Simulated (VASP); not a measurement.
Input of a VASP 6.6.1 run:

INCAR

```
SYSTEM = SnO2
PREC     = Accurate       ! precision mode
ENCUT    = 520            ! plane-wave cutoff, eV
EDIFF    = 1E-7           ! SCF threshold, eV
ISMEAR   = 0              ! smearing method
SIGMA    = 0.05           ! smearing width, eV
LREAL    = .FALSE.        ! projectors in reciprocal space
LASPH    = .TRUE.         ! aspherical terms in the spheres
NELM     = 80             ! most SCF steps
ALGO     = Normal         ! electronic algorithm
ISIF     = 2              ! what is computed and relaxed
LWAVE    = .FALSE.        ! write WAVECAR
LCHARG   = .TRUE.         ! write CHGCAR
GGA      = PE             ! functional
LELF     = .TRUE.         ! ELF
LVHAR    = .TRUE.       
NBANDS   = 35             ! bands
```

File KPOINTS:

```
regular mesh
0
G
  6 6 8
  0 0 0
```

File POSCAR:

```
SnO2
1.0
    4.8277932898      0.0000000000      0.0000000000
    0.0000000000      4.8278069739      0.0000000000
    0.0000000000      0.0000000000      3.2379014683
Sn O
2 4
Direct
    0.5059145075      0.5076213321      0.5000000000
   -0.0059244324      0.0076290438      0.0000000000
    0.3055920776      0.3029308337      0.0000000000
    0.7583740925      0.1404915013      0.5000000000
    0.1944447429      0.8029615397      0.5000000000
    0.7416627280      0.6404607953      0.0000000000
```

Potentials or basis: VASP PAW PBE potentials, release 64 (Sn_d, O).

Command:

```sh
$ cat potpaw_PBE.64/Sn_d/POTCAR potpaw_PBE.64/O/POTCAR > POTCAR
$ mpirun -np 1 vasp_std > vasp.out
```

(1) Predict the band gap on the k mesh.

(2) Predict the largest force.

(3) Estimate the pressure.

Results:

(1) 0.86 eV.

(2) 0.780 eV/Å.

(3) -1.2 GPa.

Caveat: the cell differs from its parent crystal (atoms displaced along a vibrational mode); spin-orbit coupling is left out, which moves the levels of the heavy elements.
